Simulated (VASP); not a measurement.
Input of a VASP 6.6.1 run:

File INCAR:

```
PREC = Accurate ; ENCUT = 520
EDIFF = 1E-6 ; ISMEAR = -1
SIGMA = 0.05 ; LREAL = False
LASPH = True ; NELM = 80
ALGO = Normal ; ISIF = 2
LWAVE = False ; LCHARG = False
GGA = PE ; NBANDS = 17
```

File KPOINTS:

```
Automatic mesh
0
Gamma
  10 10 5
```

POSCAR

```
Hf
1.0
    3.1967000000      0.0159835000      0.0000000000
   -1.5845078830      2.7604316583      0.0000000000
    0.0000000000      0.0000000000      5.0578000000
Hf
2
Direct
    0.6666666667      0.3333333333      0.7500000000
    0.3333333333      0.6666666667      0.2500000000
```

Potentials or basis: VASP PAW PBE potentials, release 64 (Hf_pv).

Command:

```bash
$ cat potpaw_PBE.64/Hf_pv/POTCAR > POTCAR
$ mpirun -np 1 vasp_std > vasp.out
```

(1) What does it give for the largest force?

(2) Estimate the band gap on the k mesh.

## Answers

(1) 0.025 eV/Å.

(2) zero (band 10 reaches 6.01 eV, above the bottom of band 11 at 4.58 eV).

Caveat: spin-orbit coupling is left out, which moves the levels of the heavy elements.
